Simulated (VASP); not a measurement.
# SiC (R3m) in VASP: a series of runs

The runs below take SiC through single point, with PBEsol.

Program: VASP 6.6.1. These are calculated values, not measurements. Logs are shortened: lines on timing, memory, paths and dates and some standing lists are left out, and cuts for length are marked.

### 1 The cell of the first run

Symmetry: R3m, No. 160, trigonal system. The conventional cell has a = 3.213 Å, b = 3.213 Å, c = 7.561 Å, α = 90.00°, β = 90.00°, γ = 120.00°. Si (site symmetry 3m) has 4 C at 1.89 to 1.96 Å within 2.5 Å. Within 2.5 Å of C (site symmetry 3m) lie 4 Si at 1.89 to 1.96 Å.

### 2 Single point, PBEsol

The input, INCAR:

```
SYSTEM = SiC
PREC = Accurate
ENCUT = 520
EDIFF = 1E-7
ISMEAR = 0
SIGMA = 0.05
LREAL = .False.
LASPH = .True.
NELM = 80
ALGO = Normal
ISIF = 2
LWAVE = .False.
LCHARG = .False.
GGA = PS
NBANDS = 11
```

The input, KPOINTS:

```
Automatic mesh
0
Gamma
  12 12 12
  0 0 0
```

The input, POSCAR:

```
SiC
1.0
    0.0000000000      2.2720594068      2.2720594068
    2.2720594068      0.0000000000      2.2720594068
    2.2125314503      2.2125314503      0.0595279565
Si C
1 1
Direct
    0.0000000000      0.0000000000      0.0000000000
    0.7500000000      0.7500000000      0.7500000000
```

Potentials or basis: VASP PAW PBE potentials, release 64 (Si, C).

Command:

```sh
$ cat potpaw_PBE.64/Si/POTCAR potpaw_PBE.64/C/POTCAR > POTCAR
$ mpirun -np 1 vasp_std > vasp.out
```

OUTCAR:

```text
SYSTEM = SiC
   PREC = Accurate
   ENCUT = 520
   EDIFF = 1E-7
   ISMEAR = 0
   LREAL = .False.
   LASPH = .True.
   NELM = 80
   ISIF = 2
   GGA = PS

 ion  position               nearest neighbor table
   1  0.000  0.000  0.000-   2 1.89   2 1.96   2 1.96   2 1.96
   2  0.750  0.750  0.750-   1 1.89   1 1.96   1 1.96   1 1.96

  LATTYP: Found a trigonal (rhomboedric) cell.
 ALAT       =     3.1295581820
 COS(alpha) =     0.4729239227

  Lattice vectors:

 A1 = (   2.2125314503,  -0.0595279565,  -2.2125314503)
 A2 = (  -0.0595279565,   2.2125314503,  -2.2125314503)
 A3 = (   2.2125314503,   2.2125314503,   0.0595279565)

Analysis of symmetry for initial positions (statically):
=====================================================================
 Subroutine PRICEL returns:
 Original cell was already a primitive cell.

 Routine SETGRP: Setting up the symmetry group for a
 trigonal (rhombohedral) supercell.

 Subroutine GETGRP returns: Found  6 space group operations
 (whereof  6 operations were pure point group operations)
 out of a pool of 12 trial point group operations.

The static configuration has the point symmetry C_3v.

Analysis of symmetry for dynamics (positions and initial velocities):
=====================================================================
 Subroutine PRICEL returns:
 Original cell was already a primitive cell.

 Routine SETGRP: Setting up the symmetry group for a
 trigonal (rhombohedral) supercell.

 Subroutine GETGRP returns: Found  6 space group operations
 (whereof  6 operations were pure point group operations)
 out of a pool of 12 trial point group operations.

The dynamic configuration has the point symmetry C_3v.

 Subroutine INISYM returns: Found  6 space group operations
 (whereof  6 operations are pure point group operations),
 and found     1 'primitive' translations

----------------------------------------------------------------------------------------

                                     Primitive cell

  volume of cell :      22.5360

  direct lattice vectors                    reciprocal lattice vectors
     0.000000000  2.272059407  2.272059407    -0.223065446  0.217063891  0.223065446
     2.272059407  0.000000000  2.272059407     0.217063891 -0.223065446  0.223065446
     2.212531450  2.212531450  0.059527956     0.229067002  0.229067002 -0.229067002

  length of vectors
     3.213177228  3.213177228  3.129558182     0.382927042  0.382927042  0.396755685

  position of ions in fractional coordinates (direct lattice)
     0.000000000  0.000000000  0.000000000
     0.750000000  0.750000000  0.750000000

  ion indices of the primitive-cell ions
   primitive index   ion index
                 1           1
                 2           2

----------------------------------------------------------------------------------------

 KPOINTS: Automatic mesh

Automatic generation of k-mesh.
 Grid dimensions read from file:
 generate k-points for:   12   12   12

 Generating k-lattice:

  Cartesian coordinates                     Fractional coordinates (reciprocal lattice)
    -0.018588787  0.018088658  0.018588787     0.083333333  0.000000000 -0.000000000
     0.018088658 -0.018588787  0.018588787     0.000000000  0.083333333 -0.000000000
     0.019088917  0.019088917 -0.019088917     0.000000000  0.000000000  0.083333333

  Length of vectors
     0.031910587  0.031910587  0.033062974

  Shift w.r.t. Gamma in fractional coordinates (k-lattice)
     0.000000000  0.000000000  0.000000000

 Subroutine IBZKPT returns following result:
 ===========================================

 Found    189 irreducible k-points:

 Following reciprocal coordinates:
            Coordinates               Weight
  0.000000  0.000000  0.000000      1.000000
  0.083333  0.000000 -0.000000      6.000000
  0.166667  0.000000  0.000000      6.000000
  0.250000  0.000000  0.000000      6.000000
  0.333333  0.000000 -0.000000      6.000000
  0.416667  0.000000 -0.000000      6.000000
[... 16 lines left out ...]
  0.500000  0.166667  0.000000     12.000000
 -0.416667  0.166667  0.000000     12.000000
 [... further k-points ...]
   k-points           NKPTS =    189   k-points in BZ     NKDIM =    189   number of bands    NBANDS=     11
   number of dos      NEDOS =    301   number of ions     NIONS =      2
   total plane-waves  NPLWV =  13824
   dimension x,y,z NGX =    24 NGY =   24 NGZ =   24
   dimension x,y,z NGXF=    48 NGYF=   48 NGZF=   48
   ions per type =               1   1
   NGX,Y,Z   is equivalent  to a cutoff of  12.42, 12.42, 12.75 a.u.
   NGXF,Y,Z  is equivalent  to a cutoff of  24.83, 24.83, 25.50 a.u.
 SYSTEM =  SiC
   PREC   = accura    normal or accurate (medium, high low for compatibility)
   ISTART =      0    job   : 0-new  1-cont  2-samecut
   ICHARG =      2    charge: 1-file 2-atom 10-const
   ISPIN  =      1    spin polarized calculation?
   LNONCOLLINEAR =      F non collinear calculations
   LSORBIT =      F    spin-orbit coupling
   LASPH  =      T    aspherical Exc in radial PAW
   ENCUT  =  520.0 eV  38.22 Ry    6.18 a.u.   5.97  5.97  5.82*2*pi/ulx,y,z
   NELM   =     80;   NELMIN=  2; NELMDL= -5     # of ELM steps
   EDIFF  = 0.1E-06   stopping-criterion for ELM
   LREAL  =      F    real-space projection
   EDIFFG = 0.1E-05   stopping-criterion for IOM
   NSW    =      0    number of steps for IOM
   IBRION =     -1    ionic relax: 0-MD 1-quasi-New 2-CG
   NFREE  =      0    steps in history (QN), initial steepest desc. (CG)
   ISIF   =      2    stress and relaxation
   ISYM   =      2    0-nonsym 1-usesym 2-fastsym
   POTIM  = 0.5000    time-step for ionic-motion
   TEBEG  =    0.0;   TEEND  =   0.0 temperature during run
   PSTRESS=    0.0 pullay stress
   NELECT =       8.0000    total number of electrons
   NUPDOWN=      -1.0000    fix difference up-down
   EMIN   =  10.00;   EMAX   =-10.00  energy-range for DOS
   EFERMI =   0.00;   METHOD = LEGACY
   ISMEAR =     0;   SIGMA  =   0.05  broadening in eV -4-tet -1-fermi 0-gaus
   EFERMI_NEDOS =   21; number of points for ismear=-14 and -15
   IALGO  =     38    algorithm
   IMIX   =      4    mixing-type and parameters
     AMIX     =   0.40;   BMIX     =  1.00
     AMIX_MAG =   1.60;   BMIX_MAG =  1.00
  volume/ion in A,a.u.               =      11.27        76.04
  Fermi-wavevector in a.u.,A,eV,Ry     =   1.159167  2.190507 18.281704  1.343667
  Thomas-Fermi vector in A             =   2.295762
   LORBIT       =      0    0 simple, 1 ext, 2 COOP (PROOUT), +10 PAW based schemes
   GGA     = PS    functional components
   LHFCALC =     F    Hartree Fock is set to
   AEXX    =    0.0000 exact exchange contribution
   IVDW    =     0    specifies the selected vdW correction
   LEPSILON=     F    determine dielectric tensor
   LRPA    =     F    only Hartree local field effects (RPA)
 non-spin polarized calculation
 Gauss-broadening in eV      SIGMA  =   0.05
  energy-cutoff  :      520.00
  volume of cell :       22.54
 maximum number of plane-waves:       618
   NGX = 11   NGY = 11   NGZ = 11

 number of electron       7.9999999 magnetization

 Free energy of the ion-electron system (eV)
  ---------------------------------------------------
  ext. energy  EPLUGINS =         0.00000000
  ---------------------------------------------------
  free energy    TOTEN  =       -15.78538059 eV

  energy without entropy =      -15.78538059  energy(sigma->0) =      -15.78538059

 E-fermi :   7.4992     XC(G=0): -11.1405

 val. band max:        7.2331721723   @ k =   0.0000   0.0000   0.0000
 cond. band min:       8.4044877187   @ k =   0.5000   0.5000  -0.0000
 fundamental gap:      1.1713155464
 Fermi energy:         7.4992473777

 k-point     1 :       0.0000    0.0000    0.0000
  band No.  band energies     occupation
      1      -7.6472      2.00000
      2       7.0662      2.00000
      3       7.0662      2.00000
      4       7.2332      2.00000
      5      12.1227      0.00000
      6      13.5297      0.00000
      7      13.5297      0.00000
      8      14.6090      0.00000
      9      21.1117      0.00000
     10      21.1117      0.00000
     11      22.1184      0.00000

 k-point     2 :       0.0833    0.0000   -0.0000
  band No.  band energies     occupation
      1      -7.5225      2.00000
      2       6.3258      2.00000
      3       6.9835      2.00000
      4       7.1264      2.00000
      5      12.4916      0.00000
      6      13.6784      0.00000
      7      13.6921      0.00000
      8      14.7021      0.00000
      9      20.3481      0.00000
     10      20.5171      0.00000
     11      22.4466      0.00000

 k-point     3 :       0.1667    0.0000    0.0000
  band No.  band energies     occupation
      1      -7.1526      2.00000
      2       4.7031      2.00000
      3       6.7795      2.00000
      4       6.8935      2.00000
      5      12.6437      0.00000
      6      14.0342      0.00000
      7      14.3363      0.00000
      8      15.0415      0.00000
      9      19.5170      0.00000
     10      19.9049      0.00000
     11      21.9871      0.00000

 k-point     4 :       0.2500    0.0000    0.0000
  band No.  band energies     occupation
      1      -6.5527      2.00000
      2       2.8664      2.00000
      3       6.5411      2.00000
      4       6.6196      2.00000
      5      12.4019      0.00000
      6      14.2105      0.00000
      7      14.7530      0.00000
      8      15.7093      0.00000
      9      19.4804      0.00000
     10      20.0879      0.00000
     11      21.4474      0.00000
[... 239 lines left out ...]
 k-point    22 :       0.4167    0.1667   -0.0000
  band No.  band energies     occupation
      1      -5.0377      2.00000
      2       0.7968      2.00000
      3       4.9046      2.00000
      4       5.5008      2.00000
      5      11.7200      0.00000
      6      14.2651      0.00000
      7      15.5797      0.00000
      8      16.0117      0.00000
      9      19.7509      0.00000
     10      23.5069      0.00000
     11      24.1205      0.00000

 k-point    23 :       0.5000    0.1667    0.0000
  band No.  band energies     occupation
      1      -4.2734      2.00000
      2      -0.3810      2.00000
      3       4.4664      2.00000
      4       5.5629      2.00000
      5      11.7898      0.00000
      6      14.2426      0.00000
      7      15.6430      0.00000
      8      16.6699      0.00000
      9      20.1698      0.00000
     10      23.5511      0.00000
     11      24.2676      0.00000

 k-point    24 :      -0.4167    0.1667    0.0000
  band No.  band energies     occupation
      1      -4.1497      2.00000
      2      -0.5473      2.00000
      3       4.1537      2.00000
      4       5.7695      2.00000
      5      12.0604      0.00000
      6      14.1778      0.00000
      7      15.4020      0.00000
      8      17.3275      0.00000
      9      20.6221      0.00000
     10      21.9990      0.00000
     11      24.1409      0.00000

 [... further k-points ...]
[... 5 lines left out ...]
  --------------------------------------------------------------------------------------
  -------------------------------------------------------------------------------------
  Total       -2.1678082     -2.1678082     -2.1678082      0.8396008     -0.8396008     -0.8396008
  in kB     -154.1184419   -154.1184419   -154.1184419     59.6906909    -59.6906909    -59.6906909
  external PRESSURE =    -154.1184419 kB  Pullay stress =       0.0000000 kB

 VOLUME and BASIS-vectors are now :
 -----------------------------------------------------------------------------
  energy-cutoff  :      520.00
  volume of cell :       22.54
      direct lattice vectors                 reciprocal lattice vectors
     0.000000000  2.272059407  2.272059407    -0.223065446  0.217063891  0.223065446
     2.272059407  0.000000000  2.272059407     0.217063891 -0.223065446  0.223065446
     2.212531450  2.212531450  0.059527956     0.229067002  0.229067002 -0.229067002

 POSITION                                       TOTAL-FORCE (eV/Angst)
 -----------------------------------------------------------------------------------
      0.00000      0.00000      0.00000        -0.159890     -0.159890      0.159890
      3.36344      3.36344      3.45274         0.159890      0.159890     -0.159890
 -----------------------------------------------------------------------------------
    total drift:                                0.000031      0.000031     -0.000031

  FREE ENERGIE OF THE ION-ELECTRON SYSTEM (eV)
  ---------------------------------------------------
  free  energy   TOTEN  =       -15.7853805880 eV

  energy  without entropy=      -15.7853805880  energy(sigma->0) =      -15.78538059
```

It took 50 s on 1 thread of Intel Xeon 6975P-C, shared host; peak memory 0.16 GiB.

Results:

```
Free energy            : -15.7854 eV
Pressure               : -15.4 GPa
Largest force          : 0.277 eV/Å
Band gap on the k mesh : 1.17 eV, indirect (least direct gap 4.12 eV)
```

Forces in eV/Å, atoms in the order of the input:
```
Si  -0.160 -0.160  0.160
C    0.160  0.160 -0.160
```

Caveat: the PAW data sets were made with another functional, which shifts forces and pressure a little. A k mesh can miss the band edges.

### 3 Single point, PBEsol

This run uses another cell than the first one, of the same volume but with other edges.

The input, INCAR:

```
SYSTEM = SiC
PREC = Accurate
ENCUT = 520
EDIFF = 1E-6
ISMEAR = 0
SIGMA = 0.05
LREAL = .FALSE.
LASPH = .TRUE.
NELM = 100
ALGO = Normal
ISIF = 2
LWAVE = .FALSE.
LCHARG = .TRUE.
GGA = PS
LELF = .TRUE.
LVHAR = .TRUE.
NBANDS = 11
```

The input, KPOINTS:

```
Automatic mesh
0
G
  12 12 12
  0 0 0
```

The input, POSCAR:

```
SiC
1.0
    0.0000000000      2.2121400060      2.2121400060
    2.2121400060      0.0000000000      2.2121400060
    2.2724576901      2.2724576901     -0.0603176842
Si C
1 1
Direct
    0.0000000000      0.0000000000      0.0000000000
    0.7500000000      0.7500000000      0.7500000000
```

Potentials or basis: VASP PAW PBE potentials, release 64 (Si, C).

Command:

```sh
$ cat potpaw_PBE.64/Si/POTCAR potpaw_PBE.64/C/POTCAR > POTCAR
$ mpirun -np 1 vasp_std > vasp.out
```

It took 52 s on 1 thread of Intel Xeon 6975P-C, shared host; peak memory 0.16 GiB.

It converged, with:

* Free energy: -15.7867 eV
* Pressure: -15.4 GPa
* Largest force: 0.136 eV/Å
* Band gap on the k mesh: 1.21 eV, indirect (least direct gap 4.13 eV)

Forces in eV/Å, atoms in the order of the input:
```
Si   0.078  0.078 -0.078
C   -0.078 -0.078  0.078
```

Stress tensor (GPa, compression positive):
```
-15.43  -5.62   5.62
 -5.62 -15.43   5.62
  5.62   5.62 -15.43
```

Levels at points of the mesh, in eV from the valence-band top:
```
           k point  band 1  band 2  band 3  band 4  band 5  band 6  band 7  band 8
(0.00, 0.00, 0.00)  -14.84   -0.22    0.00    0.00    4.77    6.44    6.90    6.90
(0.50, 0.00, 0.00)  -11.45   -8.20   -1.18   -1.16    4.34    6.39    6.92    9.34
(0.50, 0.50, 0.00)  -10.17   -7.64   -3.29   -2.92    1.21    3.88   12.70   12.86
(0.00, 0.00, 0.50)  -11.84   -8.25   -0.89   -0.89    5.10    7.04    7.04    9.50
```

Caveat: the PAW data sets were made with another functional, which shifts forces and pressure a little. A k mesh can miss the band edges.

### 4 Single point, PBEsol

This run uses another cell than the first one, of the same volume but with other edges.

The input, INCAR:

```
PREC = Accurate ; ENCUT = 520
EDIFF = 1E-6 ; ISMEAR = 0
SIGMA = 0.05 ; LREAL = False
LASPH = True ; NELM = 100
ALGO = Normal ; ISIF = 2
LWAVE = False ; LCHARG = False
GGA = PS ; NBANDS = 11
```

The input, KPOINTS:

```
regular mesh
0
Gamma
  12 12 12
```

The input, POSCAR:

```
SiC
1.0
    0.0000000000      2.1973915015      2.1973915015
    2.1973915015      0.0000000000      2.1973915015
    2.2882170168      2.2882170168     -0.0908255154
Si C
1 1
Direct
    0.0000000000      0.0000000000      0.0000000000
    0.7500000000      0.7500000000      0.7500000000
```

Command:

```sh
$ cat potpaw_PBE.64/Si/POTCAR potpaw_PBE.64/C/POTCAR > POTCAR
$ mpirun -np 1 vasp_std > vasp.out
```

Wall time 48 s (1 thread of Intel Xeon 6975P-C, shared host); peak memory 0.17 GiB.

The run converged. Its results:

* Free energy: -15.7473 eV
* Pressure: -14.9 GPa
* Largest force: 0.157 eV/Å
* Band gap on the k mesh: 1.14 eV, indirect (least direct gap 4.01 eV)

Forces on the atoms (eV/Å):
```
Si   0.091  0.091 -0.091
C   -0.091 -0.091  0.091
```

Stress tensor (GPa, compression positive):
```
-14.93  -8.31   8.31
 -8.31 -14.93   8.31
  8.31   8.31 -14.93
```

Levels at points of the mesh, in eV from the valence-band top:
| k point | band 1 | band 2 | band 3 | band 4 | band 5 | band 6 | band 7 | band 8 |
| --- | --- | --- | --- | --- | --- | --- | --- | --- |
| (0.00, 0.00, 0.00) | -14.89 | -0.34 | 0.00 | 0.00 | 4.35 | 6.54 | 7.01 | 7.01 |
| (0.50, 0.00, 0.00) | -11.44 | -8.23 | -1.26 | -1.21 | 4.17 | 6.21 | 6.97 | 9.28 |
| (0.50, 0.50, 0.00) | -10.22 | -7.67 | -3.40 | -2.87 | 1.14 | 3.89 | 12.46 | 12.77 |
| (0.00, 0.00, 0.50) | -12.03 | -8.30 | -0.83 | -0.83 | 5.33 | 7.15 | 7.15 | 9.50 |

Caveat: the PAW data sets were made with another functional, which shifts forces and pressure a little.

[end of part 1 of 2]
